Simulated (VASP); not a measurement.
# PbSe (Cmcm) in VASP: notebook

PbSe is run at these levels: r2SCAN; tasks: single point.

Everything below comes from runs of VASP 6.6.1. Logs are shortened: lines on timing, memory, paths and dates and some standing lists are left out, and cuts for length are marked.

## (1) The cell of the first run

The structure is orthorhombic, space group Cmcm (No. 63). The conventional cell has a = 4.192 Å, b = 11.932 Å, c = 4.329 Å, α = 90.00°, β = 90.00°, γ = 90.00°. Pb (site symmetry m2m) has 5 Se at 2.74 to 3.01 Å within 3.6 Å. Se (site symmetry m2m) has 5 Pb at 2.74 to 3.01 Å within 3.6 Å.

## (2) Single point, r2SCAN

The input, POSCAR:

```
PbSe
1.0
    2.0958088933     -5.9658086532      0.0000000000
    2.0958088933      5.9658086532      0.0000000000
    0.0000000000      0.0000000000      4.3285003173
Pb Se
2 2
Direct
    0.6317607300      0.3682392700      0.7500000000
    0.3682392700      0.6317607300      0.2500000000
    0.8612899600      0.1387100400      0.7500000000
    0.1387100400      0.8612899600      0.2500000000
```

The input, INCAR.step1:

```
SYSTEM = PbSe
PREC     = Accurate       ! precision mode
ENCUT    = 520            ! plane-wave cutoff, eV
ISMEAR   = 0              ! smearing method
SIGMA    = 0.01           ! smearing width, eV
LREAL    = .FALSE.        ! projectors in reciprocal space
LASPH    = .TRUE.         ! aspherical terms in the spheres
NELM     = 80             ! most SCF steps
NBANDS   = 28             ! bands
GGA      = PE             ! functional
ALGO     = Normal         ! electronic algorithm
EDIFF    = 1E-4           ! SCF threshold, eV
LWAVE    = .TRUE.         ! write WAVECAR
LCHARG   = .FALSE.        ! write CHGCAR
```

The input, INCAR.step2:

```
SYSTEM = PbSe
PREC     = Accurate       ! precision mode
ENCUT    = 520            ! plane-wave cutoff, eV
EDIFF    = 1E-6           ! SCF threshold, eV
ISMEAR   = 0              ! smearing method
SIGMA    = 0.01           ! smearing width, eV
LREAL    = .FALSE.        ! projectors in reciprocal space
LASPH    = .TRUE.         ! aspherical terms in the spheres
NELM     = 80             ! most SCF steps
ALGO     = Normal         ! electronic algorithm
ISIF     = 2              ! what is computed and relaxed
LWAVE    = .FALSE.        ! write WAVECAR
LCHARG   = .FALSE.        ! write CHGCAR
METAGGA  = R2SCAN         ! meta-GGA
LMIXTAU  = .TRUE.       
NBANDS   = 28             ! bands
ISTART   = 1
```

The input, KPOINTS:

```
Automatic mesh
0
G
  6 6 4
  0 0 0
```

Potentials or basis: VASP PAW PBE potentials, release 64 (Pb_d, Se).

Command:

```console
$ cat potpaw_PBE.64/Pb_d/POTCAR potpaw_PBE.64/Se/POTCAR > POTCAR
$ cp INCAR.step1 INCAR
$ mpirun -np 1 vasp_std > vasp.out
$ cp INCAR.step2 INCAR
$ mpirun -np 1 vasp_std > vasp.out
```

OUTCAR:

```text
SYSTEM = PbSe
   PREC = Accurate
   ENCUT = 520
   EDIFF = 1E-6
   ISMEAR = 0
   LREAL = .FALSE.
   LASPH = .TRUE.
   NELM = 80
   ISIF = 2
   METAGGA = R2SCAN
   ISTART = 1

 ion  position               nearest neighbor table
   1  0.632  0.368  0.750-   3 2.74   4 3.01   4 3.01   4 3.01   4 3.01   2 3.82   2 3.82   2 4.13
                             2 4.13   2 4.13   2 4.13
   2  0.368  0.632  0.250-   4 2.74   3 3.01   3 3.01   3 3.01   3 3.01   1 3.82   1 3.82   1 4.13
                             1 4.13   1 4.13   1 4.13
   3  0.861  0.139  0.750-   1 2.74   2 3.01   2 3.01   2 3.01   2 3.01
   4  0.139  0.861  0.250-   2 2.74   1 3.01   1 3.01   1 3.01   1 3.01

  LATTYP: Found a base centered orthorhombic cell.
 ALAT       =     4.1916177866
 B/A-ratio  =     2.8465422932
 C/A-ratio  =     1.0326562529

  Lattice vectors:

 A1 = (   2.0958088933,  -5.9658086532,   0.0000000000)
 A2 = (   2.0958088933,   5.9658086532,   0.0000000000)
 A3 = (   0.0000000000,   0.0000000000,   4.3285003173)

Analysis of symmetry for initial positions (statically):
=====================================================================
 Subroutine PRICEL returns:
 Original cell was already a primitive cell.

 Routine SETGRP: Setting up the symmetry group for a
 base centered orthorhombic supercell.

 Subroutine GETGRP returns: Found  8 space group operations
 (whereof  4 operations were pure point group operations)
 out of a pool of  8 trial point group operations.

The static configuration has the point symmetry C_2h.
 The point group associated with its full space group is D_2h.

Analysis of symmetry for dynamics (positions and initial velocities):
=====================================================================
 Subroutine PRICEL returns:
 Original cell was already a primitive cell.

 Routine SETGRP: Setting up the symmetry group for a
 base centered orthorhombic supercell.

 Subroutine GETGRP returns: Found  8 space group operations
 (whereof  4 operations were pure point group operations)
 out of a pool of  8 trial point group operations.

The dynamic configuration has the point symmetry C_2h.
 The point group associated with its full space group is D_2h.

 Subroutine INISYM returns: Found  8 space group operations
 (whereof  4 operations are pure point group operations),
 and found     1 'primitive' translations
[... 89 lines left out ...]
 SYSTEM =  PbSe
   PREC   = accura    normal or accurate (medium, high low for compatibility)
   ISTART =      1    job   : 0-new  1-cont  2-samecut
   ICHARG =      0    charge: 1-file 2-atom 10-const
   ISPIN  =      1    spin polarized calculation?
   LNONCOLLINEAR =      F non collinear calculations
   LSORBIT =      F    spin-orbit coupling
   LASPH  =      T    aspherical Exc in radial PAW
   ENCUT  =  520.0 eV  38.22 Ry    6.18 a.u.  11.76 11.76  8.05*2*pi/ulx,y,z
   NELM   =     80;   NELMIN=  2; NELMDL=  0     # of ELM steps
   EDIFF  = 0.1E-05   stopping-criterion for ELM
   LREAL  =      F    real-space projection
   EDIFFG = 0.1E-04   stopping-criterion for IOM
   NSW    =      0    number of steps for IOM
   IBRION =     -1    ionic relax: 0-MD 1-quasi-New 2-CG
   NFREE  =      0    steps in history (QN), initial steepest desc. (CG)
   ISIF   =      2    stress and relaxation
   ISYM   =      2    0-nonsym 1-usesym 2-fastsym
   POTIM  = 0.5000    time-step for ionic-motion
   TEBEG  =    0.0;   TEEND  =   0.0 temperature during run
   PSTRESS=    0.0 pullay stress
   NELECT =      40.0000    total number of electrons
   NUPDOWN=      -1.0000    fix difference up-down
   EMIN   =  10.00;   EMAX   =-10.00  energy-range for DOS
   EFERMI =   0.00;   METHOD = LEGACY
   ISMEAR =     0;   SIGMA  =   0.01  broadening in eV -4-tet -1-fermi 0-gaus
   EFERMI_NEDOS =   21; number of points for ismear=-14 and -15
   IALGO  =     38    algorithm
   IMIX   =      4    mixing-type and parameters
     AMIX     =   0.40;   BMIX     =  1.00
     AMIX_MAG =   1.60;   BMIX_MAG =  1.00
  volume/ion in A,a.u.               =      27.06       182.61
  Fermi-wavevector in a.u.,A,eV,Ry     =   1.174804  2.220057 18.778271  1.380164
  Thomas-Fermi vector in A             =   2.311195
   LORBIT       =      0    0 simple, 1 ext, 2 COOP (PROOUT), +10 PAW based schemes
   METAGGA = R2SCAN    functional components
   LHFCALC =     F    Hartree Fock is set to
   AEXX    =    0.0000 exact exchange contribution
   IVDW    =     0    specifies the selected vdW correction
   LEPSILON=     F    determine dielectric tensor
   LRPA    =     F    only Hartree local field effects (RPA)
 non-spin polarized calculation
 Gauss-broadening in eV      SIGMA  =   0.01
  energy-cutoff  :      520.00
  volume of cell :      108.24
 maximum number of plane-waves:      2934
   NGX = 23   NGY = 23   NGZ = 17

 number of electron      40.0000004 magnetization

 Free energy of the ion-electron system (eV)
  ---------------------------------------------------
  ext. energy  EPLUGINS =         0.00000000
  ---------------------------------------------------
  free energy    TOTEN  =      -143.59472547 eV

  energy without entropy =     -143.59472547  energy(sigma->0) =     -143.59472547

 E-fermi :   5.0697     XC(G=0): -10.3534

 val. band max:        5.0221896489   @ k =   0.0000   0.0000   0.5000
 cond. band min:       6.3349370425   @ k =   0.5000   0.5000   0.0000
 fundamental gap:      1.3127473936
 Fermi energy:         5.0696683158

 k-point     1 :       0.0000    0.0000    0.0000
  band No.  band energies     occupation
      1     -12.1904      2.00000
      2     -12.0362      2.00000
      3     -12.0231      2.00000
      4     -12.0226      2.00000
      5     -11.9995      2.00000
      6     -11.9930      2.00000
[... 733 lines left out ...]
     27      12.4890      0.00000
     28      13.2464      0.00000

 [... further k-points ...]
[... 5 lines left out ...]
  --------------------------------------------------------------------------------------
  -------------------------------------------------------------------------------------
  Total        3.4791560      3.1247097      3.4249612      0.0000000     -0.0000000      0.0000000
  in kB       51.4986731     46.2521379     50.6964775      0.0000000     -0.0000000      0.0000000
  external PRESSURE =      49.4824295 kB  Pullay stress =       0.0000000 kB

 VOLUME and BASIS-vectors are now :
 -----------------------------------------------------------------------------
  energy-cutoff  :      520.00
  volume of cell :      108.24
      direct lattice vectors                 reciprocal lattice vectors
     2.095808893 -5.965808653  0.000000000     0.238571371 -0.083810935  0.000000000
     2.095808893  5.965808653  0.000000000     0.238571371  0.083810935  0.000000000
     0.000000000  0.000000000  4.328500317     0.000000000  0.000000000  0.231026898

 POSITION                                       TOTAL-FORCE (eV/Angst)
 -----------------------------------------------------------------------------------
      2.09581     -1.57212      3.24638         0.000000      0.478589     -0.000000
      2.09581      1.57212      1.08213         0.000000     -0.478589      0.000000
      2.09581     -4.31077      3.24638         0.000000     -0.319122     -0.000000
      2.09581      4.31077      1.08213         0.000000      0.319122     -0.000000
 -----------------------------------------------------------------------------------
    total drift:                                0.000000     -0.000000     -0.000000

  FREE ENERGIE OF THE ION-ELECTRON SYSTEM (eV)
  ---------------------------------------------------
  free  energy   TOTEN  =      -143.5947254745 eV

  energy  without entropy=     -143.5947254745  energy(sigma->0) =     -143.59472547
```

Run time: 5.1 min. Hardware: 1 thread of Intel Xeon Platinum 8488C (Sapphire Rapids), shared host; peak memory 0.35 GiB.

What came out:

```yaml
Free_energy: -143.5947 eV
Pressure: 4.9 GPa
Largest_force: 0.479 eV/Å
Band_gap_on_the_k_mesh: 1.31 eV, indirect (least direct gap 1.81 eV)
```

Forces on the atoms (eV/Å):
```
Pb   0.000  0.479  0.000
Pb   0.000 -0.479  0.000
Se   0.000 -0.319  0.000
Se   0.000  0.319  0.000
```

Stress tensor (GPa, compression positive):
```
5.15 0.00 0.00
0.00 4.63 0.00
0.00 0.00 5.07
```

Levels at points of the mesh, in eV from the valence-band top:
| k point | band 16 | band 17 | band 18 | band 19 | band 20 | band 21 | band 22 | band 23 | band 24 | band 25 |
| --- | --- | --- | --- | --- | --- | --- | --- | --- | --- | --- |
| (0.00, 0.00, 0.00) | -3.40 | -2.67 | -1.97 | -1.69 | -0.60 | 4.70 | 5.00 | 5.24 | 5.93 | 6.01 |
| (0.50, 0.00, 0.00) | -2.23 | -1.56 | -1.25 | -0.47 | -0.27 | 1.84 | 1.88 | 2.03 | 2.96 | 3.15 |
| (0.50, 0.50, 0.00) | -2.97 | -2.26 | -2.01 | -1.47 | -0.74 | 1.31 | 4.79 | 4.80 | 4.99 | 5.58 |
| (0.00, 0.00, 0.50) | -3.14 | -1.21 | -1.21 | 0.00 | 0.00 | 1.81 | 1.81 | 2.57 | 2.57 | 5.53 |
| (0.50, 0.00, 0.50) | -4.81 | -3.63 | -3.63 | -1.60 | -1.60 | 3.51 | 3.51 | 6.17 | 6.17 | 6.80 |
| (0.50, 0.50, 0.50) | -1.35 | -1.29 | -1.29 | -0.40 | -0.40 | 1.78 | 1.78 | 3.10 | 3.10 | 3.39 |

Caveat: the PAW data sets were made with another functional, which shifts forces and pressure a little; spin-orbit coupling is left out, which moves the levels of the heavy elements.

## (3) Single point, r2SCAN

This run uses another cell than the first one, of 27.84 Å³/atom, 1.029 times its volume.

The input, POSCAR:

```
PbSe
1.0
    2.1158656995     -6.0229012003      0.0000000000
    2.1158656995      6.0229012003      0.0000000000
    0.0000000000      0.0000000000      4.3699238900
Pb Se
2 2
Direct
    0.6317607300      0.3682392700      0.7500000000
    0.3682392700      0.6317607300      0.2500000000
    0.8612899600      0.1387100400      0.7500000000
    0.1387100400      0.8612899600      0.2500000000
```

The input, INCAR.step1:

```
SYSTEM = PbSe
  PREC = Accurate
  ENCUT = 520
  ISMEAR = 0
  SIGMA = 0.01
  LREAL = .False.
  LASPH = .True.
  NELM = 60
  NBANDS = 28
  GGA = PE
  ALGO = Normal
  EDIFF = 1E-4
  LWAVE = .True.
  LCHARG = .False.
```

The input, INCAR.step2:

```
SYSTEM = PbSe
  PREC = Accurate
  ENCUT = 520
  EDIFF = 1E-6
  ISMEAR = 0
  SIGMA = 0.01
  LREAL = .False.
  LASPH = .True.
  NELM = 60
  ALGO = Normal
  ISIF = 2
  LWAVE = .False.
  LCHARG = .False.
  METAGGA = R2SCAN
  LMIXTAU = .True.
  NBANDS = 28
  ISTART = 1
```

The input, KPOINTS:

```
regular mesh
0
Gamma
  6 6 4
  0 0 0
```

Potentials or basis: VASP PAW PBE potentials, release 64 (Pb_d, Se).

Command:

```console
$ cat potpaw_PBE.64/Pb_d/POTCAR potpaw_PBE.64/Se/POTCAR > POTCAR
$ cp INCAR.step1 INCAR
$ mpirun -np 1 vasp_std > vasp.out
$ cp INCAR.step2 INCAR
$ mpirun -np 1 vasp_std > vasp.out
```

OUTCAR:

```text
SYSTEM = PbSe
   PREC = Accurate
   ENCUT = 520
   EDIFF = 1E-6
   ISMEAR = 0
   LREAL = .False.
   LASPH = .True.
   NELM = 60
   ISIF = 2
   METAGGA = R2SCAN
   ISTART = 1

 ion  position               nearest neighbor table
   1  0.632  0.368  0.750-   3 2.76   4 3.04   4 3.04   4 3.04   4 3.04   2 3.85   2 3.85
   2  0.368  0.632  0.250-   4 2.76   3 3.04   3 3.04   3 3.04   3 3.04   1 3.85   1 3.85
   3  0.861  0.139  0.750-   1 2.76   2 3.04   2 3.04   2 3.04   2 3.04
   4  0.139  0.861  0.250-   2 2.76   1 3.04   1 3.04   1 3.04   1 3.04

  LATTYP: Found a base centered orthorhombic cell.
 ALAT       =     4.2317313990
[... 946 lines left out ...]
  --------------------------------------------------------------------------------------
  -------------------------------------------------------------------------------------
  Total        2.2114758      1.9391010      2.1709156      0.0000000      0.0000000      0.0000000
  in kB       31.8122993     27.8941616     31.2288379      0.0000000      0.0000000      0.0000000
  external PRESSURE =      30.3117663 kB  Pullay stress =       0.0000000 kB

 VOLUME and BASIS-vectors are now :
 -----------------------------------------------------------------------------
  energy-cutoff  :      520.00
  volume of cell :      111.38
      direct lattice vectors                 reciprocal lattice vectors
     2.115865700 -6.022901200  0.000000000     0.236309894 -0.083016471  0.000000000
     2.115865700  6.022901200  0.000000000     0.236309894  0.083016471  0.000000000
     0.000000000  0.000000000  4.369923890     0.000000000  0.000000000  0.228836937

 POSITION                                       TOTAL-FORCE (eV/Angst)
 -----------------------------------------------------------------------------------
      2.11587     -1.58716      3.27744         0.000000      0.300298      0.000000
      2.11587      1.58716      1.09248         0.000000     -0.300298     -0.000000
      2.11587     -4.35203      3.27744         0.000000     -0.191179      0.000000
      2.11587      4.35203      1.09248         0.000000      0.191179      0.000000
 -----------------------------------------------------------------------------------
    total drift:                                0.000000     -0.000000     -0.000000

  FREE ENERGIE OF THE ION-ELECTRON SYSTEM (eV)
  ---------------------------------------------------
  free  energy   TOTEN  =      -143.6734247687 eV

  energy  without entropy=     -143.6734247687  energy(sigma->0) =     -143.67342477
```

OSZICAR.step1:

```text
N       E                     dE             d eps       ncg     rms          rms(c)
DAV:   1     0.413640754119E+03    0.41364E+03   -0.18836E+04  2184   0.151E+03
DAV:   2     0.277769105487E+02   -0.38586E+03   -0.37491E+03  2212   0.398E+02
DAV:   3    -0.147939880056E+02   -0.42571E+02   -0.41539E+02  2832   0.150E+02
DAV:   4    -0.166048803434E+02   -0.18109E+01   -0.18051E+01  2548   0.325E+01
DAV:   5    -0.166672020541E+02   -0.62322E-01   -0.62314E-01  2828   0.648E+00    0.413E+00
DAV:   6    -0.161068265767E+02    0.56038E+00   -0.12114E+00  3032   0.747E+00    0.235E+00
DAV:   7    -0.161006334055E+02    0.61932E-02   -0.33663E-01  2896   0.247E+00    0.132E+00
DAV:   8    -0.161058819835E+02   -0.52486E-02   -0.48430E-02  2904   0.194E+00    0.297E-01
DAV:   9    -0.161029059732E+02    0.29760E-02   -0.11628E-02  3036   0.958E-01    0.624E-02
DAV:  10    -0.161030876751E+02   -0.18170E-03   -0.10189E-03  2244   0.146E-01    0.309E-02
DAV:  11    -0.161031041656E+02   -0.16491E-04   -0.75239E-05  1404   0.750E-02
   1 F= -.16103104E+02 E0= -.16103104E+02  d E =-.147696E-45
```

It took 5.9 min on 1 thread of Intel Xeon Platinum 8488C (Sapphire Rapids), shared host; peak memory 0.36 GiB.

What came out:

```yaml
Free_energy: -143.6734 eV
Pressure: 3.0 GPa
Largest_force: 0.300 eV/Å
Band_gap_on_the_k_mesh: 1.36 eV, indirect (least direct gap 1.82 eV)
```

Forces in eV/Å, atoms in the order of the input:
```
Pb   0.000  0.300  0.000
Pb   0.000 -0.300  0.000
Se   0.000 -0.191  0.000
Se   0.000  0.191  0.000
```

Caveat: the PAW data sets were made with another functional, which shifts forces and pressure a little; spin-orbit coupling is left out, which moves the levels of the heavy elements. A k mesh can miss the band edges.

(Part 1 of 2 ends here.)
